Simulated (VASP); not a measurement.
Sc2Al, 6 atoms in the cell. Symmetry: P6_3/mmc, No. 194, hexagonal system. The conventional cell has a = 4.806 Å, b = 4.806 Å, c = 6.015 Å, α = 90.00°, β = 90.00°, γ = 120.00°. Within 4.0 Å of Sc (site symmetry -3m) lie 8 Sc at 3.01 to 3.16 Å and 6 Al at 3.16 Å. Sc (site symmetry -6m2) has 5 Al at 2.77 to 3.01 Å and 6 Sc at 3.16 Å within 3.7 Å. Al (site symmetry -6m2) has 11 Sc at 2.77 to 3.16 Å within 3.7 Å. 

| Property | Result |
| --- | --- |
| Program | VASP 6.6.1 |
| Task | single point |
| Functional | PBEsol |
| Potentials or basis | VASP PAW PBE potentials, release 64 (Sc_sv, Al) |
| Cutoff | 520 eV |
| k mesh | 12 × 12 × 6 |
| Occupations | gaussian, width 0.1 eV |
| Spin | no spin polarisation |
| Dipole correction | no |
| Further INCAR settings | ALGO = Fast; EDIFF = 1e-07; NBANDS = 34 |

Potentials or basis: VASP PAW PBE potentials, release 64 (Sc_sv, Al).

The run is started by

```sh
$ cat potpaw_PBE.64/Sc_sv/POTCAR potpaw_PBE.64/Al/POTCAR > POTCAR
$ mpirun -np 1 vasp_std > vasp.out
```

Hardware: 1 thread of Intel Xeon 8259CL, on a shared host.

Task: How long does it take, and how much memory?

Result: Run time: 13 min on 1 thread of Intel Xeon 8259CL (shared host), peak memory 0.41 GiB. Counts: scf iterations 21, k points 76.
